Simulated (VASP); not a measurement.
# AlRu (Cmmm) in VASP: single point with PBE

Aim: the single point of AlRu with PBE.

All numbers are computed with VASP 6.6.1; they aren't measurements. Logs are shortened: lines on timing, memory, paths and dates and some standing lists are left out, and cuts for length are marked.

### 1 The cell of the first run

Symmetry: Cmmm, No. 65, orthorhombic system. Conventional cell: a = 4.215 Å, b = 4.247 Å, c = 2.992 Å, α = 90.00°, β = 90.00°, γ = 90.00°. Within 3.4 Å of Al (site symmetry mmm) lie 8 Ru at 2.58 to 2.60 Å and 6 Al at 2.99 Å. Ru (site symmetry mmm) has 8 Al at 2.58 to 2.60 Å and 6 Ru at 2.99 Å within 3.4 Å.

### 2 Single point, PBE (strain +0.0075 x Voigt [0, 0, 0, 0, 1, 0])

File INCAR:

```
SYSTEM = AlRu
PREC = Accurate
ENCUT = 520
EDIFF = 1E-6
ISMEAR = 0
SIGMA = 0.15
LREAL = .False.
LASPH = .True.
NELM = 80
ALGO = Fast
ISIF = 2
LWAVE = .False.
LCHARG = .False.
GGA = PE
NBANDS = 16
```

File KPOINTS:

```
regular mesh
0
Gamma
  16 16 16
  0 0 0
```

File POSCAR:

```
AlRu
1.0
    2.9916000000      0.0000000000      0.0112185000
    0.0000000000      2.9916000000      0.0000000000
    0.0112185000      0.0000000000      2.9916000000
Al Ru
1 1
Direct
    0.0000000000      0.0000000000      0.0000000000
    0.5000000000      0.5000000000      0.5000000000
```

Potentials or basis: VASP PAW PBE potentials, release 64 (Al, Ru_pv).

The run is started by

```sh
> cat potpaw_PBE.64/Al/POTCAR potpaw_PBE.64/Ru_pv/POTCAR > POTCAR
> mpirun -np 1 vasp_std > vasp.out
```

OUTCAR:

```text
SYSTEM = AlRu
   PREC = Accurate
   ENCUT = 520
   EDIFF = 1E-6
   ISMEAR = 0
   LREAL = .False.
   LASPH = .True.
   NELM = 80
   ISIF = 2
   GGA = PE

 ion  position               nearest neighbor table
   1  0.000  0.000  0.000-   2 2.58   2 2.58   2 2.58   2 2.58   2 2.60   2 2.60   2 2.60   2 2.60

   2  0.500  0.500  0.500-   1 2.58   1 2.58   1 2.58   1 2.58   1 2.60   1 2.60   1 2.60   1 2.60

  LATTYP: Found a base centered orthorhombic cell.
 ALAT       =     4.2148959383
 B/A-ratio  =     1.0075282309
 C/A-ratio  =     0.7097684127

  Lattice vectors:

 A1 = (  -2.9916000000,   0.0000000000,  -0.0112185000)
 A2 = (   0.0112185000,   0.0000000000,   2.9916000000)
 A3 = (   0.0000000000,   2.9916000000,   0.0000000000)

Analysis of symmetry for initial positions (statically):
=====================================================================
 Subroutine PRICEL returns:
 Original cell was already a primitive cell.

 Routine SETGRP: Setting up the symmetry group for a
 base centered orthorhombic supercell.

 Subroutine GETGRP returns: Found  8 space group operations
 (whereof  8 operations were pure point group operations)
 out of a pool of  8 trial point group operations.

The static configuration has the point symmetry D_2h.

Analysis of symmetry for dynamics (positions and initial velocities):
=====================================================================
 Subroutine PRICEL returns:
 Original cell was already a primitive cell.

 Routine SETGRP: Setting up the symmetry group for a
 base centered orthorhombic supercell.

 Subroutine GETGRP returns: Found  8 space group operations
 (whereof  8 operations were pure point group operations)
 out of a pool of  8 trial point group operations.

The dynamic configuration has the point symmetry D_2h.

 Subroutine INISYM returns: Found  8 space group operations
 (whereof  8 operations are pure point group operations),
 and found     1 'primitive' translations

----------------------------------------------------------------------------------------

                                     Primitive cell

  volume of cell :      26.7735

  direct lattice vectors                    reciprocal lattice vectors
     2.991600000  0.000000000  0.011218500     0.334273988  0.000000000 -0.001253527
     0.000000000  2.991600000  0.000000000     0.000000000  0.334269287  0.000000000
     0.011218500  0.000000000  2.991600000    -0.001253527  0.000000000  0.334273988

  length of vectors
     2.991621035  2.991600000  2.991621035     0.334276338  0.334269287  0.334276338

  position of ions in fractional coordinates (direct lattice)
     0.000000000  0.000000000  0.000000000
     0.500000000  0.500000000  0.500000000

  ion indices of the primitive-cell ions
   primitive index   ion index
                 1           1
                 2           2

----------------------------------------------------------------------------------------

 KPOINTS: regular mesh

Automatic generation of k-mesh.
 Grid dimensions read from file:
 generate k-points for:   16   16   16

 Generating k-lattice:

  Cartesian coordinates                     Fractional coordinates (reciprocal lattice)
     0.020892124  0.000000000 -0.000078345     0.062500000  0.000000000 -0.000000000
     0.000000000  0.020891830  0.000000000     0.000000000  0.062500000  0.000000000
    -0.000078345  0.000000000  0.020892124    -0.000000000  0.000000000  0.062500000

  Length of vectors
     0.020892271  0.020891830  0.020892271

  Shift w.r.t. Gamma in fractional coordinates (k-lattice)
     0.000000000  0.000000000  0.000000000

 Subroutine IBZKPT returns following result:
 ===========================================

 Found    657 irreducible k-points:

 Following reciprocal coordinates:
            Coordinates               Weight
  0.000000  0.000000  0.000000      1.000000
  0.062500  0.000000 -0.000000      4.000000
  0.125000  0.000000 -0.000000      4.000000
  0.187500  0.000000  0.000000      4.000000
  0.250000  0.000000 -0.000000      4.000000
  0.312500  0.000000 -0.000000      4.000000
[... 16 lines left out ...]
  0.250000  0.125000 -0.000000      8.000000
  0.312500  0.125000 -0.000000      8.000000
 [... further k-points ...]
   k-points           NKPTS =    657   k-points in BZ     NKDIM =    657   number of bands    NBANDS=     16
   number of dos      NEDOS =    301   number of ions     NIONS =      2
   total plane-waves  NPLWV =  13824
   dimension x,y,z NGX =    24 NGY =   24 NGZ =   24
   dimension x,y,z NGXF=    48 NGYF=   48 NGZF=   48
   ions per type =               1   1
   NGX,Y,Z   is equivalent  to a cutoff of  13.34, 13.34, 13.34 a.u.
   NGXF,Y,Z  is equivalent  to a cutoff of  26.67, 26.67, 26.67 a.u.
 SYSTEM =  AlRu
   PREC   = accura    normal or accurate (medium, high low for compatibility)
   ISTART =      0    job   : 0-new  1-cont  2-samecut
   ICHARG =      2    charge: 1-file 2-atom 10-const
   ISPIN  =      1    spin polarized calculation?
   LNONCOLLINEAR =      F non collinear calculations
   LSORBIT =      F    spin-orbit coupling
   LASPH  =      T    aspherical Exc in radial PAW
   ENCUT  =  520.0 eV  38.22 Ry    6.18 a.u.   5.56  5.56  5.56*2*pi/ulx,y,z
   NELM   =     80;   NELMIN=  2; NELMDL= -5     # of ELM steps
   EDIFF  = 0.1E-05   stopping-criterion for ELM
   LREAL  =      F    real-space projection
   EDIFFG = 0.1E-04   stopping-criterion for IOM
   NSW    =      0    number of steps for IOM
   IBRION =     -1    ionic relax: 0-MD 1-quasi-New 2-CG
   NFREE  =      0    steps in history (QN), initial steepest desc. (CG)
   ISIF   =      2    stress and relaxation
   ISYM   =      2    0-nonsym 1-usesym 2-fastsym
   POTIM  = 0.5000    time-step for ionic-motion
   TEBEG  =    0.0;   TEEND  =   0.0 temperature during run
   PSTRESS=    0.0 pullay stress
   NELECT =      17.0000    total number of electrons
   NUPDOWN=      -1.0000    fix difference up-down
   EMIN   =  10.00;   EMAX   =-10.00  energy-range for DOS
   EFERMI =   0.00;   METHOD = LEGACY
   ISMEAR =     0;   SIGMA  =   0.15  broadening in eV -4-tet -1-fermi 0-gaus
   EFERMI_NEDOS =   21; number of points for ismear=-14 and -15
   IALGO  =     68    algorithm
   IMIX   =      4    mixing-type and parameters
     AMIX     =   0.40;   BMIX     =  1.00
     AMIX_MAG =   1.60;   BMIX_MAG =  1.00
  volume/ion in A,a.u.               =      13.39        90.34
  Fermi-wavevector in a.u.,A,eV,Ry     =   1.407094  2.659021 26.938343  1.979912
  Thomas-Fermi vector in A             =   2.529388
   LORBIT       =      0    0 simple, 1 ext, 2 COOP (PROOUT), +10 PAW based schemes
   GGA     = PE    functional components
   LHFCALC =     F    Hartree Fock is set to
   AEXX    =    0.0000 exact exchange contribution
   IVDW    =     0    specifies the selected vdW correction
   LEPSILON=     F    determine dielectric tensor
   LRPA    =     F    only Hartree local field effects (RPA)
 non-spin polarized calculation
 RMM-DIIS sequential band-by-band and
 Gauss-broadening in eV      SIGMA  =   0.15
  energy-cutoff  :      520.00
  volume of cell :       26.77
 maximum number of plane-waves:       740
 NGX is ok and might be reduce to    24
   NGX = 11   NGY = 11   NGZ = 11

 number of electron      16.9999995 magnetization

 Free energy of the ion-electron system (eV)
  ---------------------------------------------------
  ext. energy  EPLUGINS =         0.00000000
  ---------------------------------------------------
  free energy    TOTEN  =       -14.26386106 eV

  energy without entropy =      -14.24484481  energy(sigma->0) =      -14.25435294

 E-fermi :  10.7326     XC(G=0): -12.5660

 val. band max:       10.7302344291   @ k =   0.3750   0.1250   0.0625
 cond. band min:      10.7343303643   @ k =  -0.4375   0.5000   0.1250
 fundamental gap:      0.0040959352
 Fermi energy:        10.7325821954

 k-point     1 :       0.0000    0.0000    0.0000
  band No.  band energies     occupation
      1     -31.0495      2.00000
      2     -31.0485      2.00000
      3     -31.0473      2.00000
      4       1.0425      2.00000
      5       7.1513      2.00000
      6       7.1518      2.00000
[... 8 lines left out ...]
     15      22.8439      0.00000
     16      25.8263      0.00000

 k-point     2 :       0.0625    0.0000   -0.0000
  band No.  band energies     occupation
      1     -31.0566      2.00000
      2     -31.0478      2.00000
      3     -31.0476      2.00000
      4       1.1177      2.00000
      5       7.1779      2.00000
      6       7.1785      2.00000
[... 8 lines left out ...]
     15      22.8441      0.00000
     16      26.0611      0.00000

 k-point     3 :       0.1250    0.0000   -0.0000
  band No.  band energies     occupation
      1     -31.0794      2.00000
      2     -31.0459      2.00000
      3     -31.0457      2.00000
      4       1.3406      2.00000
      5       7.2422      2.00000
      6       7.2548      2.00000
[... 8 lines left out ...]
     15      22.8454      0.00000
     16      26.8007      0.00000

 k-point     4 :       0.1875    0.0000    0.0000
  band No.  band energies     occupation
      1     -31.1135      2.00000
      2     -31.0430      2.00000
      3     -31.0429      2.00000
      4       1.7037      2.00000
      5       7.2919      2.00000
      6       7.3740      2.00000
[... 8 lines left out ...]
     15      23.1423      0.00000
     16      28.0317      0.00000
[... 324 lines left out ...]
 k-point    22 :       0.1875    0.1250    0.0000
  band No.  band energies     occupation
      1     -31.1106      2.00000
      2     -31.0735      2.00000
      3     -31.0402      2.00000
      4       1.9847      2.00000
      5       7.3930      2.00000
      6       7.4928      2.00000
[... 8 lines left out ...]
     15      23.8487      0.00000
     16      27.2330      0.00000

 k-point    23 :       0.2500    0.1250   -0.0000
  band No.  band energies     occupation
      1     -31.1504      2.00000
      2     -31.0699      2.00000
      3     -31.0368      2.00000
      4       2.4606      2.00000
      5       7.3414      2.00000
      6       7.6395      2.00000
[... 8 lines left out ...]
     15      24.4888      0.00000
     16      26.0796      0.00000

 k-point    24 :       0.3125    0.1250   -0.0000
  band No.  band energies     occupation
      1     -31.1900      2.00000
      2     -31.0662      2.00000
      3     -31.0334      2.00000
      4       3.0421      2.00000
      5       7.0701      2.00000
      6       7.8006      2.00000
[... 8 lines left out ...]
     15      24.8034      0.00000
     16      25.0916      0.00000

 [... further k-points ...]
[... 5 lines left out ...]
  --------------------------------------------------------------------------------------
  -------------------------------------------------------------------------------------
  Total        0.4394796      0.4396501      0.4394796      0.0000000      0.0000000     -0.1634048
  in kB       26.2993368     26.3095424     26.2993368      0.0000000      0.0000000     -9.7784687
  external PRESSURE =      26.3027387 kB  Pullay stress =       0.0000000 kB

 VOLUME and BASIS-vectors are now :
 -----------------------------------------------------------------------------
  energy-cutoff  :      520.00
  volume of cell :       26.77
      direct lattice vectors                 reciprocal lattice vectors
     2.991600000  0.000000000  0.011218500     0.334273988  0.000000000 -0.001253527
     0.000000000  2.991600000  0.000000000     0.000000000  0.334269287  0.000000000
     0.011218500  0.000000000  2.991600000    -0.001253527  0.000000000  0.334273988

 POSITION                                       TOTAL-FORCE (eV/Angst)
 -----------------------------------------------------------------------------------
      0.00000      0.00000      0.00000         0.000000      0.000000      0.000000
      1.50141      1.49580      1.50141        -0.000000      0.000000      0.000000
 -----------------------------------------------------------------------------------
    total drift:                                0.000000     -0.000000     -0.000000

  FREE ENERGIE OF THE ION-ELECTRON SYSTEM (eV)
  ---------------------------------------------------
  free  energy   TOTEN  =       -14.2638610644 eV

  energy  without entropy=      -14.2448448060  energy(sigma->0) =      -14.25435294
```

Wall time 55 s (1 thread of Intel Xeon 6975P-C (Granite Rapids), shared host); peak memory 0.36 GiB.

Results:

| Quantity | Value |
| --- | --- |
| Free energy | -14.2639 eV |
| Pressure | 2.6 GPa |

Caveat: the cell differs from its parent crystal (strain +0.0075 x Voigt [0, 0, 0, 0, 1, 0]).
